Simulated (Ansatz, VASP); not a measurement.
# Two plane-wave programs on Pt

File INCAR:

```
PREC     = Accurate       # precision mode
ENCUT    = 520            # plane-wave cutoff, eV
EDIFF    = 1E-7           # SCF threshold, eV
ISMEAR   = 0              # smearing method
SIGMA    = 0.15           # smearing width, eV
LREAL    = False          # projectors in reciprocal space
LASPH    = True           # aspherical terms in the spheres
NELM     = 80             # most SCF steps
ALGO     = Normal         # electronic algorithm
ISIF     = 2              # what is computed and relaxed
LWAVE    = False          # write WAVECAR
LCHARG   = False          # write CHGCAR
NBANDS   = 11             # bands
```

File KPOINTS:

```
regular mesh
0
Gamma
  22 22 22
```

File POSCAR:

```
Pt
1.0
    0.0000000000      1.8879075900      2.0081673035
    1.8879075900      0.0000000000      2.0081673035
    1.8879075900      1.8879075900      0.0000000000
Pt
1
Direct
    0.0000000000      0.0000000000      0.0000000000
```

Input for Ansatz:

```yaml
crystal:
  lattice:
    - [0.0, 1.88790759, 2.0081673035]
    - [1.88790759, 0.0, 2.0081673035]
    - [1.88790759, 1.88790759, 0.0]
  atoms:
    - { symbol: Pt, position: [0.0, 0.0, 0.0] }
basis:
  ecutwfc: 420
kpoints:
  mp_grid: { grid: [22, 22, 22] }
hamiltonian:
  xc: lda
scf:
  occupations: { method: gaussian, width: 0.15 }
output:
  forces: true
  stress: true
  eigenvalues: true
```

Alike in both runs: task single point; functional LDA; k mesh 22 × 22 × 22; occupations gaussian, width 0.15 eV; no spin polarisation.

|  | VASP | Ansatz |
| --- | --- | --- |
| version | VASP 6.6.1 | Ansatz 0.2.0 |
| potentials or method | VASP PAW LDA potentials, release 64 (Pt), cutoff 520 eV | scalar-relativistic, plane waves, PAW |
| valence electrons in the cell | 10 | 18 |

```tsv
	VASP	Ansatz	Ansatz less VASP
gap on the k mesh at the Fermi level (eV)	none	none	-
pressure (GPa)	11.7	10.8	-0.88
traceless stress, the component that is largest in VASP (GPa)	-6.31	-6.31	+0.005
```

LDA's correlation is that of Perdew and Zunger in VASP and of Perdew and Wang (1992) in Ansatz. A gap of «none» marks a metal or a gap that the smearing closes. VASP's potentials hold 10 valence electrons a cell and Ansatz's 18, so a difference there can come from the potentials and not from the codes.

Neither program's run includes spin-orbit coupling.
